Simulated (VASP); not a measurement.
Crystal: SrTiO3.

```
Sr Ti O
1.0
     3.93644    0.00000    0.00000
     0.00000    3.93644    0.00000
     0.00000    0.00000    3.93644
Sr Ti O
1 1 3
Cartesian
  0.0000 0.0000 0.0000
  1.9682 1.9682 1.9682
  1.9682 0.0000 1.9682
  1.9682 1.9682 0.0000
  0.0000 1.9682 1.9682
```

| Item | Value |
| --- | --- |
| Program | VASP 6.6.1 |
| Task | relaxation of cell and atoms |
| Functional | r2SCAN |
| Potentials or basis | VASP PAW PBE potentials, release 64 (Sr_sv, Ti_sv, O) |
| Cutoff | 600 eV |
| k mesh | 6 × 6 × 6 |
| Occupations | fermi-dirac, width 0.02 eV |
| Spin | no spin polarisation |

At the start: pressure -3.4 GPa; volume 12.20 Å³/atom.

Q: How do energy, volume and symmetry change on relaxing?

A: Over 3 steps the energy falls by 2.4 meV/atom and the volume is 11.97 Å³/atom (-1.8 %); space group Pm-3m (No. 221, to 0.05 Å).

Step by step:
```
step  energy change (eV)  largest force (eV/Å)  pressure (GPa)  volume (Å³)
   1              0.0000                0.0000           -3.36        61.00
   2              0.0004                0.0000            3.67        58.77
   3             -0.0120                0.0000           -0.01        59.87
```

Final structure:
```
CELL_PARAMETERS angstrom
3.91211 0.00000 0.00000
0.00000 3.91211 0.00000
0.00000 0.00000 3.91211
ATOMIC_POSITIONS crystal
Sr 0.00000 0.00000 0.00000
Ti 0.50000 0.50000 0.50000
O 0.50000 0.00000 0.50000
O 0.50000 0.50000 0.00000
O 0.00000 0.50000 0.50000
```

Caveat: the PAW data sets were made with another functional, which shifts forces and pressure a little.
